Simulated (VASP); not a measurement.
# Al3Cu (Pm-3m) in VASP: notebook

Al3Cu is run at these levels: r2SCAN; tasks: single point.

Everything below comes from runs of VASP 6.6.1. Logs are shortened: lines on timing, memory, paths and dates and some standing lists are left out, and cuts for length are marked.

## Step 1: The cell of the first run

It takes space group Pm-3m (No. 221, cubic). The conventional cell has a = 3.889 Å, b = 3.889 Å, c = 3.889 Å, α = 90.00°, β = 90.00°, γ = 90.00°. Within 3.6 Å of Al (site symmetry 4/mmm) lie 8 Al at 2.75 Å and 4 Cu at 2.75 Å. Within 3.6 Å of Cu (site symmetry m-3m) lie 12 Al at 2.75 Å.

## Step 2: Single point, r2SCAN

POSCAR

```
Al3Cu
1.0
    3.8891206689      0.0000000000      0.0000000000
    0.0000000000      3.8891206689      0.0000000000
    0.0000000000      0.0000000000      3.8891206689
Al Cu
3 1
Direct
    0.0000000000      0.5000000000      0.5000000000
    0.5000000000      0.0000000000      0.5000000000
    0.5000000000      0.5000000000      0.0000000000
    0.0000000000      0.0000000000      0.0000000000
```

INCAR.step1

```
SYSTEM = Al3Cu
PREC = Accurate
ENCUT = 520
ISMEAR = 0
SIGMA = 0.1
LREAL = .FALSE.
LASPH = .TRUE.
NELM = 60
NBANDS = 18
GGA = PE
ALGO = Normal
EDIFF = 1E-4
LWAVE = .TRUE.
LCHARG = .FALSE.
```

INCAR.step2

```
SYSTEM = Al3Cu
PREC = Accurate
ENCUT = 520
EDIFF = 1E-7
ISMEAR = 0
SIGMA = 0.1
LREAL = .FALSE.
LASPH = .TRUE.
NELM = 60
ALGO = Normal
ISIF = 2
LWAVE = .FALSE.
LCHARG = .FALSE.
METAGGA = R2SCAN
LMIXTAU = .TRUE.
NBANDS = 18
ISTART = 1
```

KPOINTS

```
regular mesh
0
G
  12 12 12
  0 0 0
```

Potentials or basis: VASP PAW PBE potentials, release 64 (Al, Cu).

Started as:

```bash
$ cat potpaw_PBE.64/Al/POTCAR potpaw_PBE.64/Cu/POTCAR > POTCAR
$ cp INCAR.step1 INCAR
$ mpirun -np 1 vasp_std > vasp.out
$ cp INCAR.step2 INCAR
$ mpirun -np 1 vasp_std > vasp.out
```

OUTCAR:

```text
SYSTEM = Al3Cu
   PREC = Accurate
   ENCUT = 520
   EDIFF = 1E-7
   ISMEAR = 0
   LREAL = .FALSE.
   LASPH = .TRUE.
   NELM = 60
   ISIF = 2
   METAGGA = R2SCAN
   ISTART = 1

 ion  position               nearest neighbor table
   1  0.000  0.500  0.500-   2 2.75   3 2.75   4 2.75   3 2.75   4 2.75   2 2.75   4 2.75   4 2.75
                             2 2.75   3 2.75   3 2.75   2 2.75
   2  0.500  0.000  0.500-   1 2.75   3 2.75   4 2.75   3 2.75   4 2.75   1 2.75   3 2.75   3 2.75
                             1 2.75   4 2.75   4 2.75   1 2.75
   3  0.500  0.500  0.000-   1 2.75   2 2.75   4 2.75   1 2.75   2 2.75   2 2.75   4 2.75   2 2.75
                             1 2.75   4 2.75   1 2.75   4 2.75
   4  0.000  0.000  0.000-   1 2.75   2 2.75   3 2.75   1 2.75   2 2.75   1 2.75   3 2.75   1 2.75
                             2 2.75   3 2.75   2 2.75   3 2.75

  LATTYP: Found a simple cubic cell.
 ALAT       =     3.8891206689

  Lattice vectors:

 A1 = (   3.8891206689,   0.0000000000,   0.0000000000)
 A2 = (   0.0000000000,   3.8891206689,   0.0000000000)
 A3 = (   0.0000000000,   0.0000000000,   3.8891206689)

Analysis of symmetry for initial positions (statically):
=====================================================================
 Subroutine PRICEL returns:
 Original cell was already a primitive cell.

 Routine SETGRP: Setting up the symmetry group for a
 simple cubic supercell.

 Subroutine GETGRP returns: Found 48 space group operations
 (whereof 48 operations were pure point group operations)
 out of a pool of 48 trial point group operations.

The static configuration has the point symmetry O_h .

Analysis of symmetry for dynamics (positions and initial velocities):
=====================================================================
 Subroutine PRICEL returns:
 Original cell was already a primitive cell.

 Routine SETGRP: Setting up the symmetry group for a
 simple cubic supercell.

 Subroutine GETGRP returns: Found 48 space group operations
 (whereof 48 operations were pure point group operations)
 out of a pool of 48 trial point group operations.

The dynamic configuration has the point symmetry O_h .

 Subroutine INISYM returns: Found 48 space group operations
 (whereof 48 operations are pure point group operations),
 and found     1 'primitive' translations

----------------------------------------------------------------------------------------

                                     Primitive cell

  volume of cell :      58.8240

  direct lattice vectors                    reciprocal lattice vectors
     3.889120669  0.000000000  0.000000000     0.257127532  0.000000000  0.000000000
     0.000000000  3.889120669  0.000000000     0.000000000  0.257127532  0.000000000
     0.000000000  0.000000000  3.889120669     0.000000000  0.000000000  0.257127532

  length of vectors
     3.889120669  3.889120669  3.889120669     0.257127532  0.257127532  0.257127532

  position of ions in fractional coordinates (direct lattice)
     0.000000000  0.500000000  0.500000000
     0.500000000  0.000000000  0.500000000
     0.500000000  0.500000000  0.000000000
     0.000000000  0.000000000  0.000000000

  ion indices of the primitive-cell ions
   primitive index   ion index
                 1           1
                 2           2
                 3           3
                 4           4

----------------------------------------------------------------------------------------

 KPOINTS: regular mesh

Automatic generation of k-mesh.
 Grid dimensions read from file:
 generate k-points for:   12   12   12

 Generating k-lattice:

  Cartesian coordinates                     Fractional coordinates (reciprocal lattice)
     0.021427294  0.000000000  0.000000000     0.083333333  0.000000000  0.000000000
     0.000000000  0.021427294  0.000000000     0.000000000  0.083333333  0.000000000
     0.000000000  0.000000000  0.021427294     0.000000000  0.000000000  0.083333333

  Length of vectors
     0.021427294  0.021427294  0.021427294

  Shift w.r.t. Gamma in fractional coordinates (k-lattice)
     0.000000000  0.000000000  0.000000000

 Subroutine IBZKPT returns following result:
 ===========================================

 Found     84 irreducible k-points:

 Following reciprocal coordinates:
            Coordinates               Weight
  0.000000  0.000000  0.000000      1.000000
  0.083333  0.000000  0.000000      6.000000
  0.166667  0.000000  0.000000      6.000000
  0.250000  0.000000  0.000000      6.000000
  0.333333  0.000000  0.000000      6.000000
  0.416667  0.000000  0.000000      6.000000
[... 16 lines left out ...]
  0.333333  0.333333  0.000000     12.000000
  0.416667  0.333333  0.000000     24.000000
 [... further k-points ...]
   k-points           NKPTS =     84   k-points in BZ     NKDIM =     84   number of bands    NBANDS=     18
   number of dos      NEDOS =    301   number of ions     NIONS =      4
   total plane-waves  NPLWV =  27000
   dimension x,y,z NGX =    30 NGY =   30 NGZ =   30
   dimension x,y,z NGXF=    60 NGYF=   60 NGZF=   60
   ions per type =               3   1
   NGX,Y,Z   is equivalent  to a cutoff of  12.82, 12.82, 12.82 a.u.
   NGXF,Y,Z  is equivalent  to a cutoff of  25.65, 25.65, 25.65 a.u.
 SYSTEM =  Al3Cu
   PREC   = accura    normal or accurate (medium, high low for compatibility)
   ISTART =      1    job   : 0-new  1-cont  2-samecut
   ICHARG =      0    charge: 1-file 2-atom 10-const
   ISPIN  =      1    spin polarized calculation?
   LNONCOLLINEAR =      F non collinear calculations
   LSORBIT =      F    spin-orbit coupling
   LASPH  =      T    aspherical Exc in radial PAW
   ENCUT  =  520.0 eV  38.22 Ry    6.18 a.u.   7.23  7.23  7.23*2*pi/ulx,y,z
   NELM   =     60;   NELMIN=  2; NELMDL=  0     # of ELM steps
   EDIFF  = 0.1E-06   stopping-criterion for ELM
   LREAL  =      F    real-space projection
   EDIFFG = 0.1E-05   stopping-criterion for IOM
   NSW    =      0    number of steps for IOM
   IBRION =     -1    ionic relax: 0-MD 1-quasi-New 2-CG
   NFREE  =      0    steps in history (QN), initial steepest desc. (CG)
   ISIF   =      2    stress and relaxation
   ISYM   =      2    0-nonsym 1-usesym 2-fastsym
   POTIM  = 0.5000    time-step for ionic-motion
   TEBEG  =    0.0;   TEEND  =   0.0 temperature during run
   PSTRESS=    0.0 pullay stress
   NELECT =      20.0000    total number of electrons
   NUPDOWN=      -1.0000    fix difference up-down
   EMIN   =  10.00;   EMAX   =-10.00  energy-range for DOS
   EFERMI =   0.00;   METHOD = LEGACY
   ISMEAR =     0;   SIGMA  =   0.10  broadening in eV -4-tet -1-fermi 0-gaus
   EFERMI_NEDOS =   21; number of points for ismear=-14 and -15
   IALGO  =     38    algorithm
   IMIX   =      4    mixing-type and parameters
     AMIX     =   0.40;   BMIX     =  1.00
     AMIX_MAG =   1.60;   BMIX_MAG =  1.00
  volume/ion in A,a.u.               =      14.71        99.24
  Fermi-wavevector in a.u.,A,eV,Ry     =   1.142615  2.159230 17.763358  1.305570
  Thomas-Fermi vector in A             =   2.279313
   LORBIT       =      0    0 simple, 1 ext, 2 COOP (PROOUT), +10 PAW based schemes
   METAGGA = R2SCAN    functional components
   LHFCALC =     F    Hartree Fock is set to
   AEXX    =    0.0000 exact exchange contribution
   IVDW    =     0    specifies the selected vdW correction
   LEPSILON=     F    determine dielectric tensor
   LRPA    =     F    only Hartree local field effects (RPA)
 non-spin polarized calculation
 Gauss-broadening in eV      SIGMA  =   0.10
  energy-cutoff  :      520.00
  volume of cell :       58.82
 maximum number of plane-waves:      1622
 NGX is ok and might be reduce to    30
   NGX = 15   NGY = 15   NGZ = 15

 number of electron      19.9999990 magnetization

 Free energy of the ion-electron system (eV)
  ---------------------------------------------------
  ext. energy  EPLUGINS =         0.00000000
  ---------------------------------------------------
  free energy    TOTEN  =       -31.16753016 eV

  energy without entropy =      -31.16280273  energy(sigma->0) =      -31.16516645

 E-fermi :   8.4872     XC(G=0): -11.6576

 val. band max:        8.4399761421   @ k =   0.3333   0.3333   0.0000
 cond. band min:       8.4898790160   @ k =   0.5000   0.5000   0.2500
 fundamental gap:      0.0499028740
 Fermi energy:         8.4872249624

 k-point     1 :       0.0000    0.0000    0.0000
  band No.  band energies     occupation
      1      -3.4727      2.00000
      2       3.9526      2.00000
      3       3.9526      2.00000
      4       4.7147      2.00000
      5       4.7147      2.00000
      6       4.7147      2.00000
[... 10 lines left out ...]
     17      15.7897      0.00000
     18      15.7897      0.00000

 k-point     2 :       0.0833    0.0000    0.0000
  band No.  band energies     occupation
      1      -3.4005      2.00000
      2       3.8029      2.00000
      3       3.9677      2.00000
      4       4.6642      2.00000
      5       4.6642      2.00000
      6       4.7172      2.00000
[... 10 lines left out ...]
     17      16.0365      0.00000
     18      16.0366      0.00000

 k-point     3 :       0.1667    0.0000    0.0000
  band No.  band energies     occupation
      1      -3.1843      2.00000
      2       3.1525      2.00000
      3       4.0091      2.00000
      4       4.5548      2.00000
      5       4.5548      2.00000
      6       4.7239      2.00000
[... 10 lines left out ...]
     17      15.9665      0.00000
     18      16.2721      0.00000

 k-point     4 :       0.2500    0.0000    0.0000
  band No.  band energies     occupation
      1      -2.8260      2.00000
      2       2.1159      2.00000
      3       4.0664      2.00000
      4       4.4428      2.00000
      5       4.4428      2.00000
      6       4.7332      2.00000
[... 375 lines left out ...]
      4       3.9626      2.00000
      5       4.3713      2.00000
      6       4.5965      2.00000
[... 10 lines left out ...]
     17      15.6590      0.00000
     18      15.8592      0.00000

 k-point    23 :       0.3333    0.3333    0.0000
  band No.  band energies     occupation
      1      -1.2167      2.00000
      2       1.9470      2.00000
      3       2.1231      2.00000
      4       4.0623      2.00000
      5       4.4432      2.00000
      6       4.5294      2.00000
[... 10 lines left out ...]
     17      15.8890      0.00000
     18      15.9628      0.00000

 k-point    24 :       0.4167    0.3333    0.0000
  band No.  band energies     occupation
      1      -0.6215      2.00000
      2       1.1131      2.00000
      3       2.5306      2.00000
      4       3.7605      2.00000
      5       4.4290      2.00000
      6       4.5234      2.00000
[... 10 lines left out ...]
     17      15.9526      0.00000
     18      16.3359      0.00000

 [... further k-points ...]

------------------------ aborting loop because EDIFF is reached ----------------------------------------

  FORCE on cell =-STRESS in cart. coord.  units (eV):
  Direction    XX          YY          ZZ          XY          YZ          ZX
  --------------------------------------------------------------------------------------
  -------------------------------------------------------------------------------------
  Total       -0.0539950     -0.0539950     -0.0539950     -0.0000000     -0.0000000      0.0000000
  in kB       -1.4706510     -1.4706510     -1.4706510     -0.0000000     -0.0000000      0.0000000
  external PRESSURE =      -1.4706510 kB  Pullay stress =       0.0000000 kB

 VOLUME and BASIS-vectors are now :
 -----------------------------------------------------------------------------
  energy-cutoff  :      520.00
  volume of cell :       58.82
      direct lattice vectors                 reciprocal lattice vectors
     3.889120669  0.000000000  0.000000000     0.257127532  0.000000000  0.000000000
     0.000000000  3.889120669  0.000000000     0.000000000  0.257127532  0.000000000
     0.000000000  0.000000000  3.889120669     0.000000000  0.000000000  0.257127532

 POSITION                                       TOTAL-FORCE (eV/Angst)
 -----------------------------------------------------------------------------------
      0.00000      1.94456      1.94456         0.000000      0.000000      0.000000
      1.94456      0.00000      1.94456         0.000000      0.000000      0.000000
      1.94456      1.94456      0.00000         0.000000      0.000000      0.000000
      0.00000      0.00000      0.00000         0.000000      0.000000      0.000000
 -----------------------------------------------------------------------------------
    total drift:                                0.000000     -0.000000      0.000000

  FREE ENERGIE OF THE ION-ELECTRON SYSTEM (eV)
  ---------------------------------------------------
  free  energy   TOTEN  =       -31.1675301614 eV

  energy  without entropy=      -31.1628027338  energy(sigma->0) =      -31.16516645
```

Wall time 4 min (1 thread of Intel Xeon Platinum 8488C (Sapphire Rapids), shared host); peak memory 0.23 GiB.

Results:

| Item | Value |
| --- | --- |
| Free energy | -31.1675 eV |
| Pressure | -0.1 GPa |
| Band gap on the k mesh | zero (band 10 reaches 10.76 eV, above the bottom of band 11 at 6.56 eV) |

Caveat: the PAW data sets were made with another functional, which shifts forces and pressure a little.

## Step 3: Single point, r2SCAN

POSCAR is that of step 2.

INCAR.step1

```
SYSTEM = Al3Cu
ALGO = Normal
EDIFF = 1E-4
ENCUT = 520
GGA = PE
ISMEAR = 0
LASPH = .TRUE.
LCHARG = .FALSE.
LREAL = .FALSE.
LWAVE = .TRUE.
NBANDS = 18
NELM = 100
PREC = Accurate
SIGMA = 0.15
```

INCAR.step2

```
SYSTEM = Al3Cu
ALGO = Normal
EDIFF = 1E-6
ENCUT = 520
ISIF = 2
ISMEAR = 0
ISTART = 1
LASPH = .TRUE.
LCHARG = .FALSE.
LMIXTAU = .TRUE.
LREAL = .FALSE.
LWAVE = .FALSE.
METAGGA = R2SCAN
NBANDS = 18
NELM = 100
PREC = Accurate
SIGMA = 0.15
```

KPOINTS

```
k-points
0
G
  12 12 12
  0 0 0
```

Potentials or basis: VASP PAW PBE potentials, release 64 (Al, Cu).

Started as:

```bash
$ cat potpaw_PBE.64/Al/POTCAR potpaw_PBE.64/Cu/POTCAR > POTCAR
$ cp INCAR.step1 INCAR
$ mpirun -np 1 vasp_std > vasp.out
$ cp INCAR.step2 INCAR
$ mpirun -np 1 vasp_std > vasp.out
```

Run time: 3.4 min. Hardware: 1 thread of Intel Xeon Platinum 8488C (Sapphire Rapids), shared host; peak memory 0.22 GiB.

It converged, with:

```yaml
Free_energy: -31.1708 eV
Pressure: -0.2 GPa
Band_gap_on_the_k_mesh: zero (band 10 reaches 10.76 eV, above the bottom of band 11 at 6.56 eV)
```

Levels at points of the mesh, in eV from the Fermi level:
| k point | band 6 | band 7 | band 8 | band 9 | band 10 | band 11 | band 12 | band 13 | band 14 | band 15 |
| --- | --- | --- | --- | --- | --- | --- | --- | --- | --- | --- |
| (0.00, 0.00, 0.00) | -3.78 | -2.63 | -2.63 | -2.63 | -0.65 | 0.64 | 0.64 | 6.98 | 6.98 | 6.98 |
| (0.50, 0.00, 0.00) | -3.74 | -3.55 | 0.21 | 0.21 | 0.31 | 0.31 | 0.63 | 2.39 | 2.49 | 3.86 |
| (0.50, 0.50, 0.00) | -4.03 | -3.56 | -3.47 | -3.24 | 1.38 | 3.13 | 3.13 | 3.47 | 4.10 | 4.10 |
| (0.50, 0.50, 0.50) | -4.36 | -4.36 | -3.55 | -3.55 | -2.54 | -1.93 | -1.93 | -1.93 | 12.93 | 12.93 |

Caveat: the PAW data sets were made with another functional, which shifts forces and pressure a little.

## Step 4: Single point, r2SCAN (volume scaled by 0.94)

POSCAR

```
Al3Cu
1.0
    3.8097285869      0.0000000000      0.0000000000
    0.0000000000      3.8097285869      0.0000000000
    0.0000000000      0.0000000000      3.8097285869
Al Cu
3 1
Direct
    0.0000000000      0.5000000000      0.5000000000
    0.5000000000      0.0000000000      0.5000000000
    0.5000000000      0.5000000000      0.0000000000
    0.0000000000      0.0000000000      0.0000000000
```

INCAR.step1

```
PREC = Accurate
ENCUT = 520
ISMEAR = 0
SIGMA = 0.1
LREAL = False
LASPH = True
NELM = 80
NBANDS = 18
GGA = PE
ALGO = Normal
EDIFF = 1E-4
LWAVE = True
LCHARG = False
```

INCAR.step2

```
PREC = Accurate
ENCUT = 520
EDIFF = 1E-6
ISMEAR = 0
SIGMA = 0.1
LREAL = False
LASPH = True
NELM = 80
ALGO = Normal
ISIF = 2
LWAVE = False
LCHARG = False
METAGGA = R2SCAN
LMIXTAU = True
NBANDS = 18
ISTART = 1
```

KPOINTS

```
Automatic mesh
0
Gamma
  12 12 12
```

Started as:

```bash
$ cat potpaw_PBE.64/Al/POTCAR potpaw_PBE.64/Cu/POTCAR > POTCAR
$ cp INCAR.step1 INCAR
$ mpirun -np 1 vasp_std > vasp.out
$ cp INCAR.step2 INCAR
$ mpirun -np 1 vasp_std > vasp.out
```

It took 2.6 min on 1 thread of Intel Xeon Platinum 8488C (Sapphire Rapids), shared host; peak memory 0.21 GiB.

It converged, with:

```yaml
Free_energy: -31.0936 eV
Pressure: 7.2 GPa
Band_gap_on_the_k_mesh: zero (band 10 reaches 11.42 eV, above the bottom of band 11 at 7.28 eV)
```

Levels at points of the mesh, in eV from the Fermi level:
| k point | band 7 | band 8 | band 9 | band 10 | band 11 | band 12 | band 13 | band 14 |
| --- | --- | --- | --- | --- | --- | --- | --- | --- |
| (0.00, 0.00, 0.00) | -2.75 | -2.75 | -2.75 | -0.77 | 0.81 | 0.81 | 7.35 | 7.35 |
| (0.50, 0.00, 0.00) | -3.75 | 0.16 | 0.16 | 0.36 | 0.36 | 0.51 | 2.46 | 2.93 |
| (0.50, 0.50, 0.00) | -3.75 | -3.66 | -3.40 | 1.40 | 3.28 | 3.28 | 3.47 | 4.30 |
| (0.50, 0.50, 0.50) | -4.60 | -3.75 | -3.75 | -2.68 | -1.91 | -1.91 | -1.91 | 13.28 |

Caveat: the PAW data sets were made with another functional, which shifts forces and pressure a little.

## Step 5: Single point, r2SCAN (volume scaled by 0.97)

POSCAR

```
Al3Cu
1.0
    3.8498339403      0.0000000000      0.0000000000
    0.0000000000      3.8498339403      0.0000000000
    0.0000000000      0.0000000000      3.8498339403
Al Cu
3 1
Direct
    0.0000000000      0.5000000000      0.5000000000
    0.5000000000      0.0000000000      0.5000000000
    0.5000000000      0.5000000000      0.0000000000
    0.0000000000      0.0000000000      0.0000000000
```

INCAR.step1

```
ALGO = Normal ; EDIFF = 1E-4
ENCUT = 520 ; GGA = PE
ISMEAR = 0 ; LASPH = T
LCHARG = F ; LREAL = F
LWAVE = T ; NBANDS = 18
NELM = 60 ; PREC = Accurate
SIGMA = 0.1
```

INCAR.step2

```
ALGO = Normal ; EDIFF = 1E-6
ENCUT = 520 ; ISIF = 2
ISMEAR = 0 ; ISTART = 1
LASPH = T ; LCHARG = T
LELF = T ; LMIXTAU = T
LREAL = F ; LVHAR = T
LWAVE = F ; METAGGA = R2SCAN
NBANDS = 18 ; NELM = 60
PREC = Accurate ; SIGMA = 0.1
```

KPOINTS

```
k-points
0
Gamma
  12 12 12
```

Started as:

```bash
$ cat potpaw_PBE.64/Al/POTCAR potpaw_PBE.64/Cu/POTCAR > POTCAR
$ cp INCAR.step1 INCAR
$ mpirun -np 1 vasp_std > vasp.out
$ cp INCAR.step2 INCAR
$ mpirun -np 1 vasp_std > vasp.out
```

It took 3.7 min on 1 thread of Intel Xeon Platinum 8488C (Sapphire Rapids), shared host; peak memory 0.22 GiB.

It converged, with:

```yaml
Free_energy: -31.1509 eV
Pressure: 3.2 GPa
Band_gap_on_the_k_mesh: zero (band 10 reaches 11.08 eV, above the bottom of band 11 at 6.91 eV)
```

Levels at points of the mesh, in eV from the Fermi level:
```tsv
k point	band 8	band 9	band 10	band 11	band 12	band 13
(0.00, 0.00, 0.00)	-2.68	-2.68	-0.70	0.73	0.73	7.16
(0.50, 0.00, 0.00)	0.19	0.19	0.34	0.34	0.58	2.43
(0.50, 0.50, 0.00)	-3.56	-3.31	1.40	3.21	3.21	3.47
(0.50, 0.50, 0.50)	-3.64	-3.64	-2.61	-1.92	-1.92	-1.92
```

Caveat: the PAW data sets were made with another functional, which shifts forces and pressure a little.

## Step 6: The runs side by side

```tsv
cell	smearing	gap on the mesh (eV)	pressure (GPa)
a = 3.889 Å, 4 atoms	gaussian 0.1 eV	none	-0.1
a = 3.889 Å, 4 atoms	gaussian 0.15 eV	none	-0.2
a = 3.810 Å, 4 atoms	gaussian 0.1 eV	none	7.2
a = 3.850 Å, 4 atoms	gaussian 0.1 eV	none	3.2
```

Alike in all rows: task single point; level r2SCAN; potentials or basis VASP PAW PBE potentials, release 64 (Al, Cu); no spin polarisation; k mesh 12 × 12 × 12; cutoff (eV) 520.

Caveats: the PAW data sets were made with another functional, which shifts forces and pressure a little.

Total energies depend on the potentials used, so only differences within one code and one set of settings carry meaning.
